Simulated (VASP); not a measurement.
# TiN (Osbornite): single point with PBE

Crystal: TiN (Osbornite).

```
CELL_PARAMETERS angstrom
0.00000 2.11900 2.11900
2.11900 0.00000 2.11900
2.11900 2.11900 0.00000
ATOMIC_POSITIONS crystal
Ti 0.00000 0.00000 0.00000
N 0.50000 0.50000 0.50000
```

- Program: VASP 6.6.1
- Task: single point
- Functional: PBE
- Potentials or basis: VASP PAW PBE potentials, release 64 (Ti_sv, N)
- Cutoff: 520 eV
- k mesh: 5 × 5 × 5
- Occupations: methfessel-paxton, width 0.1 eV
- Spin: no spin polarisation

```
Pressure : 2.4 GPa
```

Levels at points of the mesh, in eV from the Fermi level:
```csv
k point,band 7,band 8,band 9,band 10,band 11,band 12
"(0.00, 0.00, 0.00)",-2.24,-2.24,-0.77,-0.77,-0.77,0.43
```

Run time: 4.7 s on 1 thread of Intel(R) Xeon(R) Platinum 8259CL CPU @ 2.50GHz (Skylake/Cascade Lake), on a shared host, peak memory 0.13 GiB.

Caveat: the k points lie up to 0.51 Å⁻¹ apart.
